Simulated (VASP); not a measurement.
# Al4O5 (P1) in VASP: further runs, part 3 of 3

VASP 6.6.1.

**4. Single point, PBE**

File INCAR:

```
  PREC = Accurate
  ENCUT = 520
  EDIFF = 1E-7
  ISMEAR = 0
  SIGMA = 0.1
  LREAL = Auto
  LASPH = T
  NELM = 80
  ALGO = Normal
  ISIF = 2
  LWAVE = F
  LCHARG = F
  GGA = PE
  NBANDS = 210
  ISYM = 0
```

File KPOINTS:

```
Automatic mesh
0
Gamma
  1 1 1
```

File POSCAR:

```
Al4O5
1.0
    9.2837100000      0.0000000000      0.0000000000
    0.0000000000      9.2837100000      0.0000000000
    0.0000000000      0.0000000000      9.2837100000
Al O
32 40
Direct
    0.1032164943      0.1094635658      0.5285050912
    0.8071333551      0.4007834153      0.2563677668
    0.3760344733      0.1074192322      0.5123879354
    0.3164621687      0.3501476242      0.6985488560
    0.2914966107      0.1550037647      1.0417299765
    0.5199032499     -0.0284115941      0.1855503888
    1.0980366685      0.2595486072      0.2765844689
    0.8367206645      0.7706295220      0.5770751133
    0.6873717512      0.2177790991      0.5120938720
    0.2644689461      0.8086422346      0.6629344303
    0.5987952015      0.7710151437     -0.0250206006
    0.7350579671      1.0753202114     -0.0167453529
    0.1270458685      0.5304225358      0.5174651082
    0.8689647781      0.4439580728      0.5963307772
    0.2093767470      0.5778489419      0.2163028574
    0.6733470778      0.3638642310      0.8098601744
    0.4103124721      0.0348647254     -0.1762747867
    0.1468820116      0.6148739028      0.8752804644
    0.4503500217      0.4264687286      0.4235567462
    0.9505057784      0.1961714659      0.7717948967
    0.8907992602      0.8871539503      0.8221187435
    0.1814323153      0.9114379919      1.0025595371
    0.5918878336      0.5961281643      0.2624201962
    1.0152705115      0.3297428506     -0.0138501741
    0.8395274088      1.0135164713      0.3267533131
   -0.0368106070      0.6883384983      0.3196732772
    0.3968622458      0.5131345120      0.9558029064
    0.5670941897      0.6206615674      0.6549790978
   -0.0716257832      0.6732987136      0.0547105629
    0.5886437642      0.8913824322      0.5341660823
    0.2822862843     -0.1466631336      0.3529186069
    0.5194484748      0.3157810832      1.0843363267
    0.4475236732      0.1510414479      0.1637544688
   -0.0891052176      0.2845822414      1.1518677339
   -0.0746940609      0.6097309158      0.4978065881
    0.3897326608      0.5273845262      0.2607536211
    0.7996690978      0.3473644696      0.4380010793
    0.2547116401      0.6287236460      0.0339216757
    0.7830245667      0.2596020341      0.6812147299
    0.5690580598     -0.2399701197      0.1649686386
    0.6004633923      0.5525093955      0.4616489528
   -0.0154653689      0.1189865905      0.3675448716
    0.5121606556      0.6491685975     -0.1390640164
    0.5625908177      0.9625360982     -0.0363807142
    1.0925591170      0.4480165796      1.3208093532
    0.3040173594      0.4610131079      0.5426266008
    0.6138793650      0.4015467954      0.2159029095
    0.5070775584      1.0207031456      0.6490693914
    0.2135606347     -0.0634681609      0.5169804959
    0.2653838821      0.1654360164      0.6674107657
    0.0461522387      0.3884383506      0.6289586814
    0.6668603392      0.2572411245      0.9624873030
    0.4328342872      0.7541781249      0.5925707503
    0.7900325409      0.7600243868      0.9645743997
    0.7971518929      0.5937905212      0.2234246869
    0.4655366228     -0.0610095533      0.3785912098
    0.1453942443      0.6668203768      0.6859393497
    0.5031229972      0.2532900101      0.4701200274
    0.1815725610      0.6913305133      0.3812848527
   -0.0129527958      0.5148424498      0.9480543877
    0.2917670845     -0.1126886773      0.1666654818
    0.0460456003     -0.2165399393     -0.0661239957
    0.7400456283      0.5311590948      0.7185616526
    0.7145750998      0.0443929205      0.4581249307
    0.2862294277     -0.1140960887      0.8387762005
    0.2379340802      0.1892624823      0.3928894806
    0.2506789850      0.4461962944     -0.1494864661
    0.9944585731      0.0469575202      0.6730580770
    1.1828665480      0.2941529841      1.1025762330
    0.7186351146      0.0277602381      0.1824776948
    0.9020866658      0.8517874858      0.3990013691
    0.5035579526      0.3961184699      0.7161799539
```

Started as:

```sh
cat potpaw_PBE.64/Al/POTCAR potpaw_PBE.64/O/POTCAR > POTCAR
mpirun -np 1 vasp_gam > vasp.out
```

Wall time 5.1 min (1 thread of Intel Xeon Platinum 8259CL at 2.50GHz (Skylake/Cascade Lake), shared host); peak memory 0.7 GiB.

It converged, with:

```yaml
Free_energy: -497.0608 eV
Pressure: 4.5 GPa
Largest_force: 2.527 eV/Å
Band_gap_on_the_k_mesh: 1.43 eV
```

Forces on the atoms (eV/Å):
```
Al   0.315 -1.048 -0.168
Al  -0.540 -0.124 -0.407
Al   0.905 -0.105 -0.892
Al  -0.189  0.205  0.658
Al   0.018 -0.440 -0.697
Al   0.185 -0.832  0.204
Al  -0.727 -0.426 -0.470
Al   0.102  0.936  0.318
Al  -0.677 -0.232  0.703
Al   0.119  0.331 -0.361
Al   1.249  0.054  0.400
Al   0.496 -0.733  0.713
Al   0.519  0.805  0.374
Al  -1.323  0.225 -0.560
Al  -0.006 -0.263  0.018
Al  -1.354  1.093 -1.833
Al   0.596  1.046  0.140
Al  -1.839 -0.944 -1.044
Al  -0.662  1.210 -0.289
Al  -0.311 -0.193  0.435
Al   0.214 -0.584  0.090
Al  -0.287 -0.022  0.626
Al  -0.123  0.326  0.197
Al   0.416 -0.261  1.448
Al  -0.032 -0.616 -0.442
Al  -0.106  0.243 -0.269
Al   0.480  0.063 -0.163
Al   0.003 -0.824 -0.190
Al   0.034 -0.700  0.149
Al  -0.355 -0.287 -0.361
Al   0.468  0.418  0.159
Al   0.095 -0.878 -0.694
O   -0.174  0.543 -0.340
O    0.782  0.597 -0.281
O    0.494 -1.007  0.561
O    0.678 -0.198  1.102
O    0.694  0.594 -0.628
O    0.613 -0.021  0.574
O   -0.593  0.241  0.815
O   -0.675  0.333 -0.091
O   -1.551  0.043 -0.674
O    1.717  1.437  0.296
O   -0.219 -0.089 -0.286
O   -0.503 -0.218 -0.442
O   -0.078  0.724  0.756
O    0.187 -0.236 -0.437
O    1.841  0.262  1.413
O   -1.112  0.996  0.966
O    0.771  0.317  0.097
O    0.272  0.594 -0.369
O   -0.483 -0.955 -0.152
O    0.050 -0.182  0.368
O    0.301 -0.430  0.254
O   -1.598  0.580 -0.631
O    0.690 -0.168  0.344
O   -0.754  0.360 -0.092
O    0.116 -0.608 -0.158
O    0.611 -0.946  0.087
O   -0.394 -0.050 -0.217
O    0.007  0.803  0.671
O    0.185  0.074  0.230
O    0.578  0.958 -0.298
O    0.597 -0.514  0.188
O   -1.046 -0.414  1.579
O    0.614 -0.394 -1.290
O   -0.280 -0.423  0.578
O   -0.098 -0.250 -1.156
O    0.336  0.116 -0.311
O   -1.030  0.782  0.048
O   -0.152  0.087 -1.548
O    0.049 -0.985 -0.247
O    0.871  0.203  0.928
```

Stress tensor (GPa, compression positive):
```
 5.65 -1.48 -0.32
-1.48  5.34  3.97
-0.32  3.97  2.57
```

Levels at points of the mesh, in eV from the valence-band top:
| k point | band 166 | band 167 | band 168 | band 169 | band 170 | band 171 |
| --- | --- | --- | --- | --- | --- | --- |
| (0.00, 0.00, 0.00) | -1.15 | -0.21 | 0.00 | 1.43 | 1.71 | 2.00 |

Caveat: the k points lie up to 0.68 Å⁻¹ apart; forces of over 1 eV/Å act on the atoms, so gaps and moduli don't describe the material at rest. A k mesh can miss the band edges.

**5. The runs side by side**

```csv
cell,gap on the mesh (eV),pressure (GPa),largest force (eV/Å)
"as given, atomic positions A",-,9.5,6.29
"as given, atomic positions B",0.63,5.2,4.38
"as given, atomic positions C",1.43,4.5,2.53
```

Alike in all rows: task single point; level PBE; potentials or basis VASP PAW PBE potentials, release 64 (Al, O); no spin polarisation; k mesh 1 × 1 × 1; cutoff (eV) 520; smearing gaussian 0.1 eV.

Caveats: all runs use coarse meshes; forces of over 1 eV/Å act on the atoms, so gaps and moduli don't describe the material at rest.

Absolute energies hang on the potentials; compare differences alone.
